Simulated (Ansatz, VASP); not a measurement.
**CuI: VASP beside Ansatz**

File INCAR:

```
PREC = Accurate
ENCUT = 520
EDIFF = 1E-8
ISMEAR = -1
SIGMA = 0.03
LREAL = F
LASPH = T
NELM = 100
ALGO = Normal
ISIF = 2
LWAVE = F
LCHARG = F
GGA = PE
LEFG = T
NBANDS = 16
```

KPOINTS

```
Automatic mesh
0
Gamma
  9 9 9
```

The input POSCAR:

```
CuI
1.0
    0.0000000000      3.0713927327      3.0713927327
    3.0713927327      0.0000000000      3.0713927327
    3.0713927327      3.0713927327      0.0000000000
Cu I
1 1
Direct
    0.7500000000      0.7500000000      0.7500000000
    0.0000000000      0.0000000000      0.0000000000
```

Input for Ansatz:

```yaml
crystal:
  lattice:
    - [0.0, 3.0713927327, 3.0713927327]
    - [3.0713927327, 0.0, 3.0713927327]
    - [3.0713927327, 3.0713927327, 0.0]
  atoms:
    - { symbol: Cu, position: [0.75, 0.75, 0.75] }
    - { symbol: I, position: [0.0, 0.0, 0.0] }
kpoints:
  mp_grid: { grid: [9, 9, 9] }
scf:
  occupations: { method: fermi_dirac, width: 0.03 }
hamiltonian:
  xc: pbe
  pseudopotentials: { kind: all_electron, datasets: crystal }
output:
  forces: true
  stress: true
  eigenvalues: true
  efg: { contact_densities: true }
```

Change from the starting cell: volume scaled by 1.04, crystal datasets.

Alike in both runs: task electric field gradients; functional PBE; k mesh 9 × 9 × 9; occupations fermi-dirac, width 0.03 eV; no spin polarisation.

|  | VASP | Ansatz |
| --- | --- | --- |
| version | VASP 6.6.1 | Ansatz 0.2.0 |
| potentials or method | VASP PAW PBE potentials, release 64 (Cu, I), cutoff 520 eV | all-electron PAW with datasets made for the crystal, scalar-relativistic |

|  | VASP | Ansatz | Ansatz less VASP |
| --- | --- | --- | --- |
| pressure (GPa) | -1.1 | -1.1 | -0.03 |

Ansatz ran all-electron here, and VASP with PAW potentials.

Neither program's run includes spin-orbit coupling.
